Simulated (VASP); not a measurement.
A run of VASP 6.6.1:

The input INCAR:

```
  ALGO = Normal
  EDIFF = 1E-6
  ENCUT = 520
  GGA = PS
  ISIF = 2
  ISMEAR = -1
  LASPH = True
  LCHARG = False
  LREAL = False
  LWAVE = False
  NBANDS = 26
  NELM = 80
  PREC = Accurate
  SIGMA = 0.03
```

Contents of KPOINTS:

```
k-points
0
Gamma
  9 9 8
```

File POSCAR:

```
AgCl
1.0
    1.8709097030     -5.5565952358      0.0000000000
    1.8709097030      5.5565952358      0.0000000000
    0.0000000000      0.0000000000      3.8455566030
Ag Cl
2 2
Direct
    0.3965554000      0.6034446000      0.7500000000
    0.6034446000      0.3965554000      0.2500000000
    0.8654487300      0.1345512700      0.2500000000
    0.1345512700      0.8654487300      0.7500000000
```

Potentials or basis: VASP PAW PBE potentials, release 64 (Ag, Cl).

Command:

```bash
$ cat potpaw_PBE.64/Ag/POTCAR potpaw_PBE.64/Cl/POTCAR > POTCAR
$ mpirun -np 1 vasp_std > vasp.out
```

Hardware: 1 thread of Oxide Virtual Turin-like Processor (shared host).

Estimate the wall time of this run.

Run time: 6.4 min on 1 thread of Oxide Virtual Turin-like Processor, with other jobs on the host, peak memory 0.35 GiB. Counts: scf iterations 13, k points 125.
